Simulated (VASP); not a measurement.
## BaZrO3: single point with r2SCAN

Crystal: BaZrO3.

```
Ba Zr O
1.0
     4.26038    0.00000    0.00000
     0.00000    4.26038    0.00000
     0.00000    0.00000    4.26038
Ba Zr O
1 1 3
Direct
  0.00000 0.00000 0.00000
  0.50000 0.50000 0.50000
  0.00000 0.50000 0.50000
  0.50000 0.50000 0.00000
  0.50000 0.00000 0.50000
```

```yaml
Program: VASP 6.6.1
Task: single point
Functional: r2SCAN
Potentials_or_basis: VASP PAW PBE potentials, release 64 (Ba_sv, Zr_sv, O)
Cutoff: 520 eV
k_mesh: 6 × 6 × 6
Occupations: gaussian, width 0.05 eV
Spin: no spin polarisation
Dipole_correction: no
Further_INCAR_settings: ALGO = Normal; EDIFF = 1e-06; NBANDS = 28
```

| Quantity | Value |
| --- | --- |
| Pressure | -5.0 GPa |
| Band gap on the k mesh | 3.58 eV (least direct gap 3.87 eV) |

Levels at points of the mesh, in eV from the valence-band top:
```
           k point  band 17  band 18  band 19  band 20  band 21  band 22  band 23  band 24
(0.00, 0.00, 0.00)    -0.94    -0.29    -0.29    -0.29     3.58     3.58     3.58     5.09
(0.50, 0.00, 0.00)    -1.66    -1.56    -0.54    -0.54     3.97     5.89     5.89     6.78
(0.50, 0.50, 0.00)    -0.94    -0.94    -0.94    -0.07     5.87     5.87     6.68     6.83
(0.50, 0.50, 0.50)    -2.52     0.00     0.00     0.00     6.42     6.42     6.42     7.11
```

Run time: 3.3 min on 1 thread of Intel Xeon 8259CL, with other jobs on the host, peak memory 0.21 GiB.

Caveat: the cell stands under tension; the PAW data sets were made with another functional, which shifts forces and pressure a little; spin-orbit coupling is left out, which moves the levels of the heavy elements. A k mesh can miss the band edges.
